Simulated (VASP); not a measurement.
MgO: relaxation of cell and atoms with PBE

The system is MgO.

```
Mg O
1.0
     0.00000    2.10850    2.10850
     2.10850    0.00000    2.10850
     2.10850    2.10850    0.00000
Mg O
1 1
Cartesian
  0.0000 0.0000 0.0000
  2.1085 2.1085 2.1085
```

```json
{"Program": "VASP 6.6.1", "Task": "relaxation of cell and atoms", "Functional": "PBE", "Potentials or basis": "VASP PAW PBE potentials, release 64 (Mg, O)", "Cutoff": "600 eV", "k mesh": "10 × 10 × 10", "Occupations": "gaussian, width 0.02 eV", "Spin": "no spin polarisation", "Dipole correction": "no", "Further INCAR settings": "ALGO = Normal; EDIFF = 1e-06; IBRION = 2; EDIFFG = -0.002; NSW = 100; ISIF = 3"}
```

```
Relaxed volume                        : 9.56 Å³/atom
Relaxed cell                          : a = 3.002 Å, b = 3.002 Å, c = 3.002 Å, α = 60.00°, β = 60.00°, γ = 60.00°
Space group after relaxing (to 0.1 Å) : Fm-3m (No. 225)
Energy gained by relaxing             : 1.8 meV/atom
Ionic steps                           : 3
Pressure after relaxing               : 0.0 GPa
Band gap on the k mesh                : 4.50 eV
```

The path:
```tsv
step	energy change (eV)	largest force (eV/Å)	pressure (GPa)	volume (Å³)
1	0.0000	0.0000	3.09	18.75
2	-0.0032	0.0000	-0.93	19.24
3	-0.0036	0.0000	-0.01	19.12
```

Final structure:
```xyz
2
Lattice="0.0000 2.1225 2.1225 2.1225 0.0000 2.1225 2.1225 2.1225 0.0000" Properties=species:S:1:pos:R:3 pbc="T T T"
Mg    0.0000    0.0000    0.0000
O     2.1225    2.1225    2.1225
```

Levels at points of the mesh, in eV from the valence-band top:
```
           k point  band 1  band 2  band 3  band 4  band 5  band 6  band 7  band 8
(0.00, 0.00, 0.00)  -17.14    0.00    0.00    0.00    4.50   15.67   15.67   15.67
(0.50, 0.00, 0.00)  -15.92   -4.51   -0.63   -0.63    7.75   12.34   16.07   16.07
(0.50, 0.50, 0.00)  -15.67   -3.99   -1.32   -1.32    9.09    9.72   12.85   18.62
```

Run time: 22 s on 1 thread of Intel Xeon 8259CL (shared host), peak memory 0.14 GiB.

PBE gaps usually lie below the measured ones, often by a third to a half. PBE usually gives volumes a little too large and moduli too small.
